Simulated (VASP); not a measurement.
Wanted: the native input for a VASP 6.6.1 run.

| Item | Value |
| --- | --- |
| Task | single point |
| Functional | PBE |
| Potentials or basis | VASP PAW PBE potentials, release 64 (Si, O) |
| Cutoff | 520 eV |
| k mesh | 6 × 6 × 8 |
| Occupations | methfessel-paxton, width 0.1 eV |
| Spin | no spin polarisation |
| Dipole correction | no |
| Further INCAR settings | ALGO = Normal; EDIFF = 1e-06; NBANDS = 25 |

The structure of SiO2 (Stishovite) lies in POSCAR:

```
SiO2
1.0
    4.1773000000      0.0000000000      0.0000000000
    0.0000000000      4.1773000000      0.0000000000
    0.0000000000      0.0000000000      2.6652000000
Si O
2 4
Direct
    0.0000000000      0.0000000000      0.0000000000
    0.5000000000      0.5000000000      0.5000000000
    0.3059000000      0.3059000000      0.0000000000
    0.1941000000      0.8059000000      0.5000000000
    0.6941000000      0.6941000000      0.0000000000
    0.8059000000      0.1941000000      0.5000000000
```

These files were run (other wordings do the same):

INCAR

```
SYSTEM = SiO2
  PREC = Accurate
  ENCUT = 520
  EDIFF = 1E-6
  ISMEAR = 1
  SIGMA = 0.1
  LREAL = .FALSE.
  LASPH = .TRUE.
  NELM = 100
  ALGO = Normal
  ISIF = 2
  LWAVE = .FALSE.
  LCHARG = .FALSE.
  GGA = PE
  NBANDS = 25
```

KPOINTS

```
regular mesh
0
G
  6 6 8
  0 0 0
```

Potentials or basis: VASP PAW PBE potentials, release 64 (Si, O).

The run is started by

```bash
$ cat potpaw_PBE.64/Si/POTCAR potpaw_PBE.64/O/POTCAR > POTCAR
$ mpirun -np 1 vasp_std > vasp.out
```

Results of the run:

```
Pressure               : 11.4 GPa
Largest force          : 0.099 eV/Å
Band gap on the k mesh : 5.62 eV, direct
```

It took 20 s on 1 thread of Intel(R) Xeon(R) 6975P-C (Granite Rapids), with other jobs on the host, peak memory 0.17 GiB.
